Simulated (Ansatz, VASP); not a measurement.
## Ga3BAs4 in VASP and in Ansatz

POSCAR

```
Ga3BAs4
1.0
    5.3389968780      0.0000000000      0.0000000000
    0.0000000000      5.3389968780      0.0000000000
    0.0000000000      0.0000000000      5.3389968780
B As Ga
1 4 3
Direct
    0.0000000000      0.0000000000      0.0000000000
    0.2290595190      0.2290595190      0.2290595190
    0.7709404810      0.7709404810      0.2290595190
    0.7709404810      0.2290595190      0.7709404810
    0.2290595190      0.7709404810      0.7709404810
    0.5000000000      0.5000000000      0.0000000000
    0.5000000000      0.0000000000      0.5000000000
    0.0000000000      0.5000000000      0.5000000000
```

Contents of INCAR.step1:

```
SYSTEM = Ga3BAs4
PREC = Accurate ; ENCUT = 520
ISMEAR = 0 ; SIGMA = 0.01
LREAL = .False. ; LASPH = .True.
NELM = 100 ; NBANDS = 41
GGA = PE ; ALGO = Normal
EDIFF = 1E-4 ; LWAVE = .True.
LCHARG = .False.
```

Contents of INCAR.step2:

```
SYSTEM = Ga3BAs4
PREC = Accurate ; ENCUT = 520
EDIFF = 1E-7 ; ISMEAR = 0
SIGMA = 0.01 ; LREAL = .False.
LASPH = .True. ; NELM = 100
ALGO = Normal ; ISIF = 2
LWAVE = .False. ; LCHARG = .False.
METAGGA = R2SCAN ; LMIXTAU = .True.
NBANDS = 41 ; ISTART = 1
```

The input KPOINTS:

```
regular mesh
0
Gamma
  4 4 4
  0 0 0
```

Input for Ansatz:

```yaml
crystal:
  lattice:
    - [5.338996878, 0.0, 0.0]
    - [0.0, 5.338996878, 0.0]
    - [0.0, 0.0, 5.338996878]
  atoms:
    - { symbol: B, position: [0.0, 0.0, 0.0] }
    - { symbol: As, position: [0.229059519, 0.229059519, 0.229059519] }
    - { symbol: Ga, position: [0.5, 0.5, 0.0] }
    - { symbol: As, position: [0.770940481, 0.770940481, 0.229059519] }
    - { symbol: Ga, position: [0.5, 0.0, 0.5] }
    - { symbol: As, position: [0.770940481, 0.229059519, 0.770940481] }
    - { symbol: Ga, position: [0.0, 0.5, 0.5] }
    - { symbol: As, position: [0.229059519, 0.770940481, 0.770940481] }
kpoints:
  mp_grid: { grid: [4, 4, 4] }
hamiltonian:
  xc: r2scan
scf:
  occupations: { method: fixed }
  n_extra_bands: 6
output:
  forces: true
  stress: true
  eigenvalues: true
```

Alike in both runs: task single point; functional r2SCAN; k mesh 4 × 4 × 4; no spin polarisation.

|  | VASP | Ansatz |
| --- | --- | --- |
| version | VASP 6.6.1 | Ansatz 0.2.0 |
| potentials or method | VASP PAW PBE potentials, release 64 (B, As, Ga_d) | plane waves, PAW |
| plane-wave cutoff (eV) | 520 | 500 |
| occupations | gaussian, width 0.01 eV | fixed |
| valence electrons in the cell | 62 | 102 |

Ansatz gave:

```
gap on the k mesh at the Fermi level (eV) : 0.93
pressure (GPa)                            : 6.0
rms of the force components (eV/Å)        : 0.018
```

Question: What did VASP give for the same quantities?

Answer: gap on the k mesh at the Fermi level (eV): 0.92; pressure (GPa): 6.1; rms of the force components (eV/Å): 0.018.

VASP's potentials were made for PBE, not for r2SCAN. VASP's potentials hold 62 valence electrons a cell and Ansatz's 102, so a difference there can come from the potentials and not from the codes.
